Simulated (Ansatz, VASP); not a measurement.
# Two plane-wave programs on LiNbO3

File INCAR:

```
PREC = Accurate
ENCUT = 520
EDIFF = 1E-7
ISMEAR = 0
SIGMA = 0.05
LREAL = F
LASPH = T
NELM = 80
ALGO = Normal
ISIF = 2
LWAVE = F
LCHARG = F
GGA = PE
NBANDS = 45
```

File KPOINTS:

```
Automatic mesh
0
Gamma
  6 6 6
```

Contents of POSCAR:

```
LiNbO3
1.0
    2.6115267350      1.5077656635      4.6751000000
   -2.6115267350      1.5077656635      4.6751000000
    0.0000000000     -3.0155313268      4.6751000000
Li Nb O
2 2 6
Direct
    0.2500000000      0.2500000000      0.2500000000
    0.7500000000      0.7500000000      0.7500000000
    0.0000000000      0.0000000000      0.0000000000
    0.5000000000      0.5000000000      0.5000000000
    0.1303353734      0.3696646266      0.7500000000
    0.7500000000      0.1303353734      0.3696646266
    0.3696646266      0.7500000000      0.1303353734
    0.8696646266      0.6303353734      0.2500000000
    0.2500000000      0.8696646266      0.6303353734
    0.6303353734      0.2500000000      0.8696646266
```

Input for Ansatz:

```yaml
crystal:
  lattice:
    - [2.611526735, 1.5077656635, 4.6751]
    - [-2.611526735, 1.5077656635, 4.6751]
    - [0.0, -3.0155313268, 4.6751]
  atoms:
    - { symbol: Li, position: [0.25, 0.25, 0.25] }
    - { symbol: Li, position: [0.75, 0.75, 0.75] }
    - { symbol: Nb, position: [0.0, 0.0, 0.0] }
    - { symbol: Nb, position: [0.5, 0.5, 0.5] }
    - { symbol: O, position: [0.1303353734, 0.3696646266, 0.75] }
    - { symbol: O, position: [0.75, 0.1303353734, 0.3696646266] }
    - { symbol: O, position: [0.3696646266, 0.75, 0.1303353734] }
    - { symbol: O, position: [0.8696646266, 0.6303353734, 0.25] }
    - { symbol: O, position: [0.25, 0.8696646266, 0.6303353734] }
    - { symbol: O, position: [0.6303353734, 0.25, 0.8696646266] }
basis:
  ecutwfc: 520.0
kpoints:
  mp_grid: { grid: [6, 6, 6] }
hamiltonian:
  xc: pbe
  pseudopotentials: { kind: paw, azcp: { folder: soft_1 } }
scf:
  occupations: { method: gaussian, width: 0.05 }
output:
  forces: true
  stress: true
  eigenvalues: true
  write_density: true
  write_potential: true
  elf: true
  volumetric_format: npy
```

Alike in both runs: task single point; functional PBE; k mesh 6 × 6 × 6; occupations gaussian, width 0.05 eV; no spin polarisation.

|  | VASP | Ansatz |
| --- | --- | --- |
| version | VASP 6.6.1 | Ansatz 0.2.0 |
| potentials or method | VASP PAW PBE potentials, release 64 (Li_sv, Nb_sv, O), cutoff 520 eV | scalar-relativistic, plane waves, PAW |
| valence electrons in the cell | 68 | 68 |

Ansatz gave:

```
gap on the k mesh at the Fermi level (eV) : 2.44
least direct gap on the mesh (eV)         : 2.59
rms of the force components (eV/Å)        : 0.042
```

Which values does VASP return?

gap on the k mesh at the Fermi level (eV): 2.42; least direct gap on the mesh (eV): 2.58; rms of the force components (eV/Å): 0.050.

Atom by atom the forces differ by 0.009 eV/Å (rms over components).

Noted on VASP's run: the cutoff is under 1.25 times that of the potentials, so the pressure is a little rough.
